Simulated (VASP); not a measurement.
# Al3GaN4 (Pm) in VASP: single point with PBEsol

Aim: the single point of Al3GaN4 with PBEsol.

Everything below comes from runs of VASP 6.6.1. Logs are shortened: lines on timing, memory, paths and dates and some standing lists are left out, and cuts for length are marked.

## 1. The cell of the first run

The structure is monoclinic, space group Pm (No. 6). Conventional cell: a = 5.043 Å, b = 3.130 Å, c = 5.418 Å, α = 90.00°, β = 90.03°, γ = 90.00°. Al (site symmetry m) has 4 N at 1.87 to 1.91 Å within 2.5 Å. Al (site symmetry m) has 4 N at 1.90 to 1.94 Å within 2.5 Å. Within 2.5 Å of Al (site symmetry m) lie 4 N at 1.87 to 1.89 Å. Ga (site symmetry m) has 4 N at 1.87 to 1.99 Å within 2.5 Å. N (site symmetry m) has 3 Al at 1.89 to 1.90 Å and 1 Ga at 1.94 Å within 2.5 Å. N (site symmetry m) has 4 Al at 1.89 to 1.92 Å within 2.5 Å. Within 2.5 Å of N (site symmetry m) lie 2 Al at 1.91 to 1.94 Å and 2 Ga at 1.99 Å. N (site symmetry m) has 3 Al at 1.87 Å and 1 Ga at 1.87 Å within 2.5 Å.

## 2. Single point, PBEsol, collinear spin, ferrimagnetic start

INCAR reads:

```
SYSTEM = Al3GaN4
PREC = Accurate
ENCUT = 520
EDIFF = 1E-6
ISMEAR = 0
SIGMA = 0.05
LREAL = .False.
LASPH = .True.
NELM = 150
ALGO = Normal
ISIF = 2
LWAVE = .False.
LCHARG = .True.
ISPIN = 2
MAGMOM = -2 -4 0.5 2 -4 -1 4 1
LORBIT = 11
GGA = PS
LELF = .True.
LVHAR = .True.
NBANDS = 35
```

KPOINTS reads:

```
Automatic mesh
0
Gamma
  6 8 4
  0 0 0
```

POSCAR reads:

```
Al3GaN4
1.0
    5.0434079713      0.0000000000      0.0001149907
    0.0000000000      3.1300738974      0.0000000000
   -0.0032362569      0.0000000000      5.4179919474
Al Ga N
3 1 4
Direct
    0.5008786784      0.5000000000      0.1839302537
    0.0098988366      0.5000000000      0.8343853326
   -0.0047009868      0.0000000000      0.3286916914
    0.4969919231      0.0000000000      0.6577405803
    0.1124201930      0.0000000000      0.6601735640
    0.1234277511      0.5000000000      0.1719029393
    0.6255477063      0.5000000000      0.8508426769
    0.6252451009      0.0000000000      0.3337787779
```

Potentials or basis: VASP PAW PBE potentials, release 64 (Al, Ga_d, N).

Launch:

```
cat potpaw_PBE.64/Al/POTCAR potpaw_PBE.64/Ga_d/POTCAR potpaw_PBE.64/N/POTCAR > POTCAR
mpirun -np 1 vasp_std > vasp.out
```

OUTCAR:

```text
SYSTEM = Al3GaN4
   PREC = Accurate
   ENCUT = 520
   EDIFF = 1E-6
   ISMEAR = 0
   LREAL = .False.
   LASPH = .True.
   NELM = 150
   ISIF = 2
   ISPIN = 2
   LORBIT = 11
   GGA = PS

 ion  position               nearest neighbor table
   1  0.501  0.500  0.184-   8 1.87   8 1.87   6 1.90   7 1.91   4 3.01   4 3.01   3 3.05   3 3.05
                             3 3.09   3 3.09   2 3.12   2 3.19
   2  0.010  0.500  0.834-   5 1.90   5 1.90   6 1.92   7 1.94   4 3.07   4 3.07   3 3.10   3 3.10
                             1 3.12   3 3.16   3 3.16   1 3.19
   3  0.995  0.000  0.329-   8 1.87   5 1.89   6 1.89   6 1.89   1 3.05   1 3.05   4 3.08   1 3.09
                             1 3.09   4 3.09   2 3.10   2 3.10   2 3.16   2 3.16
   4  0.497  0.000  0.658-   8 1.87   5 1.94   7 1.99   7 1.99   1 3.01   1 3.01   2 3.07   2 3.07
                             3 3.08   3 3.09
   5  0.112  0.000  0.660-   3 1.89   2 1.90   2 1.90   4 1.94
   6  0.123  0.500  0.172-   3 1.89   3 1.89   1 1.90   2 1.92
   7  0.626  0.500  0.851-   1 1.91   2 1.94   4 1.99   4 1.99
   8  0.625  0.000  0.334-   3 1.87   4 1.87   1 1.87   1 1.87

  LATTYP: Found a simple monoclinic cell.
 ALAT       =     5.0434079726
 B/A-ratio  =     0.6206267497
 C/A-ratio  =     1.0742721873
 COS(beta)  =    -0.0005745164

  Lattice vectors:

 A1 = (   5.0434079713,   0.0000000000,   0.0001149907)
 A2 = (   0.0000000000,   3.1300738974,   0.0000000000)
 A3 = (  -0.0032362569,   0.0000000000,   5.4179919474)

Analysis of symmetry for initial positions (statically):
=====================================================================
 Subroutine PRICEL returns:
 Original cell was already a primitive cell.

 Routine SETGRP: Setting up the symmetry group for a
 simple monoclinic supercell.

 Subroutine GETGRP returns: Found  2 space group operations
 (whereof  2 operations were pure point group operations)
 out of a pool of  4 trial point group operations.

The static configuration has the point symmetry C_1h.

Analysis of symmetry for dynamics (positions and initial velocities):
=====================================================================
 Subroutine PRICEL returns:
 Original cell was already a primitive cell.

 Routine SETGRP: Setting up the symmetry group for a
 simple monoclinic supercell.

 Subroutine GETGRP returns: Found  2 space group operations
 (whereof  2 operations were pure point group operations)
 out of a pool of  4 trial point group operations.

The dynamic configuration has the point symmetry C_1h.

Analysis of structural, dynamic, and magnetic symmetry:
=====================================================================
 Subroutine PRICEL returns:
 Original cell was already a primitive cell.

 Routine SETGRP: Setting up the symmetry group for a
 simple monoclinic supercell.

 Subroutine GETGRP returns: Found  2 space group operations
 (whereof  2 operations were pure point group operations)
 out of a pool of  4 trial point group operations.

The overall configuration has the point symmetry C_1h.

 Subroutine INISYM returns: Found  2 space group operations
 (whereof  2 operations are pure point group operations),
 and found     1 'primitive' translations

----------------------------------------------------------------------------------------

                                     Primitive cell

  volume of cell :      85.5297

  direct lattice vectors                    reciprocal lattice vectors
     5.043407971  0.000000000  0.000114991     0.198278623  0.000000000  0.000118435
     0.000000000  3.130073897  0.000000000     0.000000000  0.319481275  0.000000000
    -0.003236257  0.000000000  5.417991947    -0.000004208  0.000000000  0.184570224

  length of vectors
     5.043407973  3.130073897  5.417992914     0.198278658  0.319481275  0.184570224

  position of ions in fractional coordinates (direct lattice)
     0.500878678  0.500000000  0.183930254
     0.009898837  0.500000000  0.834385333
     0.995299013  0.000000000  0.328691691
     0.496991923  0.000000000  0.657740580
     0.112420193  0.000000000  0.660173564
     0.123427751  0.500000000  0.171902939
     0.625547706  0.500000000  0.850842677
     0.625245101  0.000000000  0.333778778

  ion indices of the primitive-cell ions
[... 70 lines left out ...]
   NGXF,Y,Z  is equivalent  to a cutoff of  26.37, 25.49, 24.55 a.u.
 SYSTEM =  Al3GaN4
   PREC   = accura    normal or accurate (medium, high low for compatibility)
   ISTART =      0    job   : 0-new  1-cont  2-samecut
   ICHARG =      2    charge: 1-file 2-atom 10-const
   ISPIN  =      2    spin polarized calculation?
   LNONCOLLINEAR =      F non collinear calculations
   LSORBIT =      F    spin-orbit coupling
   LASPH  =      T    aspherical Exc in radial PAW
   ENCUT  =  520.0 eV  38.22 Ry    6.18 a.u.   9.38  5.82 10.07*2*pi/ulx,y,z
   NELM   =    150;   NELMIN=  2; NELMDL= -5     # of ELM steps
   EDIFF  = 0.1E-05   stopping-criterion for ELM
   LREAL  =      F    real-space projection
   EDIFFG = 0.1E-04   stopping-criterion for IOM
   NSW    =      0    number of steps for IOM
   IBRION =     -1    ionic relax: 0-MD 1-quasi-New 2-CG
   NFREE  =      0    steps in history (QN), initial steepest desc. (CG)
   ISIF   =      2    stress and relaxation
   ISYM   =      2    0-nonsym 1-usesym 2-fastsym
   POTIM  = 0.5000    time-step for ionic-motion
   TEBEG  =    0.0;   TEEND  =   0.0 temperature during run
   PSTRESS=    0.0 pullay stress
   NELECT =      42.0000    total number of electrons
   NUPDOWN=      -1.0000    fix difference up-down
   EMIN   =  10.00;   EMAX   =-10.00  energy-range for DOS
   EFERMI =   0.00;   METHOD = LEGACY
   ISMEAR =     0;   SIGMA  =   0.05  broadening in eV -4-tet -1-fermi 0-gaus
   EFERMI_NEDOS =   21; number of points for ismear=-14 and -15
   IALGO  =     38    algorithm
   IMIX   =      4    mixing-type and parameters
     AMIX     =   0.40;   BMIX     =  1.00
     AMIX_MAG =   1.60;   BMIX_MAG =  1.00
  volume/ion in A,a.u.               =      10.69        72.15
  Fermi-wavevector in a.u.,A,eV,Ry     =   1.291573  2.440719 22.696701  1.668160
  Thomas-Fermi vector in A             =   2.423334
   LORBIT       =     11    0 simple, 1 ext, 2 COOP (PROOUT), +10 PAW based schemes
   GGA     = PS    functional components
   LHFCALC =     F    Hartree Fock is set to
   AEXX    =    0.0000 exact exchange contribution
   IVDW    =     0    specifies the selected vdW correction
   LEPSILON=     F    determine dielectric tensor
   LRPA    =     F    only Hartree local field effects (RPA)
 spin polarized calculation
 Gauss-broadening in eV      SIGMA  =   0.05
  energy-cutoff  :      520.00
  volume of cell :       85.53
 maximum number of plane-waves:      2328
 NGX is ok and might be reduce to    40
   NGX = 19   NGY = 11   NGZ = 21

 number of electron      41.9999989 magnetization      -0.0000906

 number of electron      41.9999989 magnetization       0.0000010

 Free energy of the ion-electron system (eV)
  ---------------------------------------------------
  ext. energy  EPLUGINS =         0.00000000
  ---------------------------------------------------
  free energy    TOTEN  =       -59.88924481 eV

  energy without entropy =      -59.88924481  energy(sigma->0) =      -59.88924481

 E-fermi :   6.3555     XC(G=0): -11.3220

 val. band max:        6.1105674377   @ k =   0.0000   0.0000   0.0000
 cond. band min:       9.2691793415   @ k =   0.0000   0.0000   0.0000
 fundamental gap:      3.1586119038
 Fermi energy:         6.3554642766

 spin component 1

 k-point     1 :       0.0000    0.0000    0.0000
  band No.  band energies     occupation
      1      -9.6264      1.00000
      2      -8.3225      1.00000
      3      -7.8561      1.00000
      4      -7.2925      1.00000
      5      -6.9184      1.00000
      6      -6.8685      1.00000
[... 853 lines left out ...]
     32      16.9808      0.00000
     33      17.2151      0.00000

 [... further k-points ...]

 spin component 2

 k-point     1 :       0.0000    0.0000    0.0000
  band No.  band energies     occupation
      1      -9.6264      1.00000
      2      -8.3225      1.00000
      3      -7.8561      1.00000
      4      -7.2925      1.00000
      5      -6.9183      1.00000
      6      -6.8684      1.00000
[... 853 lines left out ...]
     32      16.9808      0.00000
     33      17.2151      0.00000

 [... further k-points ...]

 [bands above 33 left out]

------------------------ aborting loop because EDIFF is reached ----------------------------------------

  FORCE on cell =-STRESS in cart. coord.  units (eV):
  Direction    XX          YY          ZZ          XY          YZ          ZX
  --------------------------------------------------------------------------------------
  -------------------------------------------------------------------------------------
  Total        0.2839606     -0.4416433      0.5976935      0.0000000      0.0000000     -0.5985818
  in kB        5.3192643     -8.2730410     11.1962367      0.0000000      0.0000000    -11.2128761
  external PRESSURE =       2.7474867 kB  Pullay stress =       0.0000000 kB

 VOLUME and BASIS-vectors are now :
 -----------------------------------------------------------------------------
  energy-cutoff  :      520.00
  volume of cell :       85.53
      direct lattice vectors                 reciprocal lattice vectors
     5.043407971  0.000000000  0.000114991     0.198278623  0.000000000  0.000118435
     0.000000000  3.130073897  0.000000000     0.000000000  0.319481275  0.000000000
    -0.003236257  0.000000000  5.417991947    -0.000004208  0.000000000  0.184570224

 POSITION                                       TOTAL-FORCE (eV/Angst)
 -----------------------------------------------------------------------------------
      2.52554      1.56504      0.99659        -0.105920      0.000000     -1.493468
      0.04722      1.56504      4.52069        -0.690934      0.000000      0.062282
      5.01864      0.00000      1.78096         0.561339      0.000000      0.233205
      2.50440      0.00000      3.56369         0.405372      0.000000      2.128471
      0.56484      0.00000      3.57683        -0.053047      0.000000      0.301725
      0.62194      1.56504      0.93138        -0.042179      0.000000     -0.224013
      3.15214      1.56504      4.60993        -0.007690      0.000000     -0.519369
      3.15229      0.00000      1.80848        -0.066941      0.000000     -0.488834
 -----------------------------------------------------------------------------------
    total drift:                               -0.000769     -0.000000      0.000872

  FREE ENERGIE OF THE ION-ELECTRON SYSTEM (eV)
  ---------------------------------------------------
  free  energy   TOTEN  =       -59.8892448146 eV

  energy  without entropy=      -59.8892448146  energy(sigma->0) =      -59.88924481

 total charge

# of ion       s       p       d       tot
------------------------------------------
    1        0.371   0.444   0.000   0.814
    2        0.366   0.426   0.000   0.792
    3        0.371   0.447   0.000   0.818
    4        0.791   0.927  10.194  11.912
    5        1.218   2.597   0.000   3.815
    6        1.216   2.615   0.000   3.832
    7        1.217   2.532   0.000   3.749
    8        1.221   2.638   0.000   3.859
--------------------------------------------------
tot          6.770  12.627  10.194  29.591

 magnetization (x)

# of ion       s       p       d       tot
------------------------------------------
    1        0.000   0.000   0.000   0.000
    2        0.000   0.000   0.000   0.000
    3       -0.000   0.000   0.000  -0.000
    4       -0.000  -0.000  -0.000  -0.000
    5        0.000   0.000   0.000   0.000
    6       -0.000   0.000   0.000   0.000
    7       -0.000  -0.000   0.000  -0.000
    8       -0.000  -0.000   0.000  -0.000
--------------------------------------------------
tot         -0.000  -0.000  -0.000  -0.000
```

It took 10 min on 1 thread of Intel Xeon 8259CL, shared host; peak memory 0.42 GiB.

Results:

- Free energy: -59.8892 eV
- Pressure: 0.3 GPa
- Largest force: 2.167 eV/Å
- Band gap on the k mesh: 3.16 eV
- Net moment: 0.00 μB per cell
- Valence electrons inside the program's atomic spheres: Al 0.81, 0.79, 0.82; Ga 11.91; N 3.81, 3.83, 3.75, 3.86

Forces on the atoms (eV/Å):
```
Al  -0.106  0.000 -1.493
Al  -0.691  0.000  0.062
Al   0.561  0.000  0.233
Ga   0.405  0.000  2.128
N   -0.053  0.000  0.302
N   -0.042  0.000 -0.224
N   -0.008  0.000 -0.519
N   -0.067  0.000 -0.489
```

Levels at points of the mesh, in eV from the valence-band top:
Spin up:
```csv
k point,band 17,band 18,band 19,band 20,band 21,band 22,band 23,band 24,band 25,band 26
"(0.00, 0.00, 0.00)",-1.26,-1.10,-0.38,-0.32,0.00,3.16,5.14,5.54,5.72,7.23
"(0.50, 0.00, 0.00)",-1.60,-1.03,-1.01,-0.61,-0.21,4.43,4.73,5.38,5.68,8.14
"(0.00, 0.50, 0.00)",-3.11,-2.23,-2.13,-1.97,-1.56,4.97,5.31,7.15,7.47,7.64
"(0.50, 0.50, 0.00)",-3.25,-1.82,-1.57,-1.23,-1.14,5.79,5.81,6.06,6.25,8.00
"(0.00, 0.00, 0.50)",-1.74,-1.15,-1.13,-0.58,-0.12,5.14,5.37,6.61,6.95,7.57
"(0.50, 0.00, 0.50)",-1.83,-1.63,-1.60,-1.45,-0.50,5.44,5.73,5.87,6.12,7.86
"(0.00, 0.50, 0.50)",-2.44,-2.33,-1.98,-1.00,-0.99,4.80,4.95,5.31,5.68,6.69
"(0.50, 0.50, 0.50)",-1.91,-1.83,-1.68,-1.51,-1.48,4.33,4.39,4.80,5.16,7.43
```
Spin down:
| k point | band 19 | band 20 | band 21 | band 22 | band 23 | band 24 |
| --- | --- | --- | --- | --- | --- | --- |
| (0.00, 0.00, 0.00) | -0.38 | -0.32 | 0.00 | 3.16 | 5.14 | 5.54 |
| (0.50, 0.00, 0.00) | -1.01 | -0.61 | -0.21 | 4.43 | 4.73 | 5.38 |
| (0.00, 0.50, 0.00) | -2.13 | -1.97 | -1.56 | 4.97 | 5.31 | 7.15 |
| (0.50, 0.50, 0.00) | -1.57 | -1.23 | -1.14 | 5.79 | 5.81 | 6.06 |
| (0.00, 0.00, 0.50) | -1.13 | -0.58 | -0.12 | 5.14 | 5.37 | 6.61 |
| (0.50, 0.00, 0.50) | -1.60 | -1.45 | -0.50 | 5.44 | 5.73 | 5.87 |
| (0.00, 0.50, 0.50) | -1.98 | -1.00 | -0.99 | 4.80 | 4.95 | 5.31 |
| (0.50, 0.50, 0.50) | -1.68 | -1.51 | -1.48 | 4.33 | 4.39 | 4.80 |

Caveat: the PAW data sets were made with another functional, which shifts forces and pressure a little. A k mesh can miss the band edges.
